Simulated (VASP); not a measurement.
Write the native input for VASP 6.6.1 that does the following.

| Quantity | Value |
| --- | --- |
| Task | single point |
| Functional | PBE-based screened hybrid with 5 % exact exchange |
| Potentials or basis | VASP PAW PBE potentials, release 64 (Li_sv, F) |
| Cutoff | 520 eV |
| k mesh | 6 × 6 × 6 |
| Occupations | gaussian, width 0.01 eV |
| Spin | no spin polarisation |
| Dipole correction | no |
| Grid for exact exchange (PRECFOCK) | Normal |
| Share of exact exchange | 0.05 |
| Further INCAR settings | ALGO = Normal; EDIFF = 1e-07; NBANDS = 12 |
| Screening parameter | 0.1 1/Å |

LiF:

```
Li F
1.0
     0.00000    1.99487    1.99487
     1.99487    0.00000    1.99487
     1.99487    1.99487    0.00000
Li F
1 1
Cartesian
  0.0000 0.0000 0.0000
  1.9949 1.9949 1.9949
```

These files were run (other wordings do the same):

POSCAR

```
LiF
1.0
    0.0000000000      1.9948717434      1.9948717434
    1.9948717434      0.0000000000      1.9948717434
    1.9948717434      1.9948717434      0.0000000000
Li F
1 1
Direct
    0.0000000000      0.0000000000      0.0000000000
    0.5000000000      0.5000000000      0.5000000000
```

INCAR.step1

```
SYSTEM = LiF
PREC = Accurate ; ENCUT = 520
EDIFF = 1E-5 ; ISMEAR = 0
SIGMA = 0.01 ; LREAL = .FALSE.
LASPH = .TRUE. ; NELM = 80
ALGO = Normal ; ISIF = 2
LWAVE = .TRUE. ; LCHARG = .FALSE.
NBANDS = 12 ; GGA = PE
```

INCAR.step2

```
SYSTEM = LiF
PREC = Accurate ; ENCUT = 520
EDIFF = 1E-7 ; ISMEAR = 0
SIGMA = 0.01 ; LREAL = .FALSE.
LASPH = .TRUE. ; NELM = 80
ALGO = Normal ; ISIF = 2
LWAVE = .FALSE. ; LCHARG = .FALSE.
GGA = PE ; LHFCALC = .TRUE.
AEXX = 0.05 ; HFSCREEN = 0.1
PRECFOCK = Normal ; NBANDS = 12
ISTART = 1
```

KPOINTS

```
regular mesh
0
G
  6 6 6
  0 0 0
```

Potentials or basis: VASP PAW PBE potentials, release 64 (Li_sv, F).

Launch:

```bash
$ cat potpaw_PBE.64/Li_sv/POTCAR potpaw_PBE.64/F/POTCAR > POTCAR
$ cp INCAR.step1 INCAR
$ mpirun -np 1 vasp_std > vasp.out
$ cp INCAR.step2 INCAR
$ mpirun -np 1 vasp_std > vasp.out
```

It gave:

```json
{
 "Band gap on the k mesh": "9.89 eV"
}
```

Caveat: the k points lie up to 0.45 Å⁻¹ apart.

Wall time 3.1 min on 1 thread of Oxide Virtual Turin-like Processor (shared host), peak memory 0.2 GiB.
